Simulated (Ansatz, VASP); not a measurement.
## Two plane-wave programs on AlGaN2

POSCAR

```
AlGaN2
1.0
    3.0466507372      0.0000000000      0.0000000000
    0.0000000000      3.0466507372      0.0000000000
    0.0000000000      0.0000000000      4.4238379400
Al Ga N
1 1 2
Direct
    0.5000000000      0.5000000000      0.5000000000
    0.0000000000      0.0000000000      0.0000000000
    0.5000000000      0.0000000000      0.7382648100
    0.0000000000      0.5000000000      0.2617351900
```

The input INCAR.step1:

```
PREC = Accurate ; ENCUT = 520
ISMEAR = 0 ; SIGMA = 0.05
LREAL = F ; LASPH = T
NELM = 60 ; NBANDS = 21
GGA = PE ; ALGO = Normal
EDIFF = 1E-4 ; LWAVE = T
LCHARG = F
```

Contents of INCAR.step2:

```
PREC = Accurate ; ENCUT = 520
EDIFF = 1E-6 ; ISMEAR = 0
SIGMA = 0.05 ; LREAL = F
LASPH = T ; NELM = 60
ALGO = Normal ; ISIF = 2
LWAVE = F ; LCHARG = T
METAGGA = R2SCAN ; LMIXTAU = T
LELF = T ; LVHAR = T
NBANDS = 21 ; ISTART = 1
```

The input KPOINTS:

```
Automatic mesh
0
Gamma
  8 8 6
```

Input for Ansatz:

```yaml
crystal:
  lattice:
    - [3.0466507372, 0.0, 0.0]
    - [0.0, 3.0466507372, 0.0]
    - [0.0, 0.0, 4.42383794]
  atoms:
    - { symbol: Al, position: [0.5, 0.5, 0.5] }
    - { symbol: Ga, position: [0.0, 0.0, 0.0] }
    - { symbol: "N", position: [0.5, 0.0, 0.73826481] }
    - { symbol: "N", position: [0.0, 0.5, 0.26173519] }
basis:
  ecutwfc: 500
kpoints:
  mp_grid: { grid: [8, 8, 6] }
hamiltonian:
  xc: r2scan
scf:
  occupations: { method: gaussian, width: 0.05 }
output:
  forces: true
  stress: true
  eigenvalues: true
```

Change from the starting cell: strain -0.030 along x and y, +0.000 along z, atoms carried along.

Alike in both runs: task single point; functional r2SCAN; k mesh 8 × 8 × 6; occupations gaussian, width 0.05 eV; no spin polarisation.

```csv
,VASP,Ansatz
version,VASP 6.6.1,Ansatz 0.2.0
potentials or method,"VASP PAW PBE potentials, release 64 (Al, Ga_d, N), cutoff 520 eV","scalar-relativistic, plane waves, PAW"
valence electrons in the cell,26,26
```

VASP gave:

* gap on the k mesh at the Fermi level (eV): 3.77
* least direct gap on the mesh (eV): 3.78
* pressure (GPa): 14.1
* traceless stress, the component that is largest in VASP (GPa): -3.01
* rms of the force components (eV/Å): 0.021

**Question.** Which values does Ansatz return?

**Answer.** gap on the k mesh at the Fermi level (eV): 3.77; least direct gap on the mesh (eV): 3.78; pressure (GPa): 13.5; traceless stress, the component that is largest in VASP (GPa): -3.02; rms of the force components (eV/Å): 0.061.

VASP's potentials were made for PBE, not for r2SCAN. Atom by atom the forces differ by 0.040 eV/Å (rms over components).
